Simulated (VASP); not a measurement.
Crystal: Tl.

```
CELL_PARAMETERS angstrom
3.43800 0.00000 0.00000
-1.71900 2.97740 0.00000
0.00000 0.00000 5.47800
ATOMIC_POSITIONS crystal
Tl 0.33333 0.66667 0.25000
Tl 0.66667 0.33333 0.75000
```

| Item | Value |
| --- | --- |
| Program | VASP 6.6.1 |
| Task | relaxation of cell and atoms |
| Functional | PBE |
| Potentials or basis | VASP PAW PBE potentials, release 64 (Tl_d) |
| Cutoff | 600 eV |
| k mesh | 11 × 11 × 6 |
| Occupations | fermi-dirac, width 0.1 eV |
| Spin | no spin polarisation |

At the start: pressure 4.1 GPa; volume 28.04 Å³/atom.

Question: How do energy, volume and symmetry change on relaxing?

Answer: Over 8 steps the energy falls by 38.1 meV/atom and the volume is 31.37 Å³/atom (+11.9 %); space group P6_3/mmc (No. 194, to 0.1 Å) before and after.

Step by step:
| step | energy change (eV) | largest force (eV/Å) | pressure (GPa) | volume (Å³) |
| --- | --- | --- | --- | --- |
| 1 | 0.0000 | 0.0000 | 4.09 | 56.07 |
| 2 | -0.0747 | 0.0000 | 0.28 | 62.08 |
| 3 | -0.0753 | 0.0000 | -0.01 | 62.76 |
| 4 | -0.0753 | 0.0000 | 0.04 | 62.62 |
| 5 | -0.0757 | 0.0000 | 0.04 | 62.65 |
| 6 | -0.0762 | 0.0000 | 0.04 | 62.73 |
| 7 | -0.0762 | 0.0000 | 0.04 | 62.74 |
| 8 | -0.0762 | 0.0000 | 0.05 | 62.73 |

Final structure:
```yaml
crystal:
  lattice:
    - [3.58535, 0.00000, 0.00000]
    - [-1.79267, 3.10500, 0.00000]
    - [0.00000, 0.00000, 5.63523]
  atoms:
    - { symbol: Tl, position: [0.33333, 0.66667, 0.25000] }
    - { symbol: Tl, position: [0.66667, 0.33333, 0.75000] }
```
